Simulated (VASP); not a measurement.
Wanted: the native input for a VASP 6.6.1 run.

- Task: single point
- Functional: PBE
- Potentials or basis: VASP PAW PBE potentials, release 64 (S, Na_pv)
- Cutoff: 500 eV
- k mesh: 7 × 7 × 7
- Occupations: fermi-dirac, width 0.05 eV
- Spin: no spin polarisation
- Dipole correction: no
- Further INCAR settings: ALGO = Normal; EDIFF = 1e-06; NBANDS = 17

The structure of Na2S lies in POSCAR:

```
Na2S
1.0
    0.0000000000      3.2951794397      3.2951794397
    3.2951794397      0.0000000000      3.2951794397
    3.2951794397      3.2951794397      0.0000000000
S Na
1 2
Direct
    0.0000000000      0.0000000000      0.0000000000
    0.7500000000      0.7500000000      0.7500000000
    0.2500000000      0.2500000000      0.2500000000
```

This cell differs from its parent crystal: volume scaled by 1.02.

One way to write it, as run:

INCAR

```
SYSTEM = Na2S
PREC     = Accurate       ! precision mode
ENCUT    = 500            ! plane-wave cutoff, eV
EDIFF    = 1E-6           ! SCF threshold, eV
ISMEAR   = -1             ! smearing method
SIGMA    = 0.05           ! smearing width, eV
LREAL    = .False.        ! projectors in reciprocal space
LASPH    = .True.         ! aspherical terms in the spheres
NELM     = 120            ! most SCF steps
ALGO     = Normal         ! electronic algorithm
ISIF     = 2              ! what is computed and relaxed
LWAVE    = .False.        ! write WAVECAR
LCHARG   = .False.        ! write CHGCAR
GGA      = PE             ! functional
NBANDS   = 17             ! bands
GGA_COMPAT= .False.
```

KPOINTS

```
regular mesh
0
Gamma
  7 7 7
  0 0 0
```

Potentials or basis: VASP PAW PBE potentials, release 64 (S, Na_pv).

Launch:

```console
$ cat potpaw_PBE.64/S/POTCAR potpaw_PBE.64/Na_pv/POTCAR > POTCAR
$ mpirun -np 1 vasp_std > vasp.out
```

It gave:

| Quantity | Value |
| --- | --- |
| Pressure | -0.3 GPa |
| Band gap on the k mesh | 2.41 eV, direct |

It took 23 s on 1 thread of Intel Xeon 6975P-C (shared host), peak memory 0.19 GiB.
